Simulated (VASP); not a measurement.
Write the native input for VASP 6.6.1 that does the following.

```yaml
Task: single point
Functional: PBE
Potentials_or_basis: VASP PAW PBE potentials, release 64 (Re, Zn)
Cutoff: 520 eV
k_mesh: 9 × 9 × 5
Occupations: fermi-dirac, width 0.05 eV
Spin: no spin polarisation
Dipole_correction: no
Further_INCAR_settings: ALGO = Normal; EDIFF = 1e-06; NBANDS = 16
```

The structure of ZnRe lies in POSCAR:

```
ZnRe
1.0
    2.7482183437      0.0000000000      0.0000000000
   -1.3741091718      2.3800269008      0.0000000000
    0.0000000000      0.0000000000      4.4940660000
Re Zn
1 1
Direct
    0.3333333333      0.6666666667      0.5000000000
    0.0000000000      0.0000000000      0.0000000000
```

One way to write it, as run:

INCAR

```
  PREC = Accurate
  ENCUT = 520
  EDIFF = 1E-6
  ISMEAR = -1
  SIGMA = 0.05
  LREAL = F
  LASPH = T
  NELM = 60
  ALGO = Normal
  ISIF = 2
  LWAVE = F
  LCHARG = F
  GGA = PE
  NBANDS = 16
```

KPOINTS

```
Automatic mesh
0
Gamma
  9 9 5
```

Potentials or basis: VASP PAW PBE potentials, release 64 (Re, Zn).

Run with:

```console
$ cat potpaw_PBE.64/Re/POTCAR potpaw_PBE.64/Zn/POTCAR > POTCAR
$ mpirun -np 1 vasp_std > vasp.out
```

Results of the run:

The pressure is -1.4 GPa.

Run time: 14 s on 1 thread of Intel(R) Xeon(R) Platinum 8375C CPU @ 2.90GHz (Ice Lake), on a shared host, peak memory 0.15 GiB.
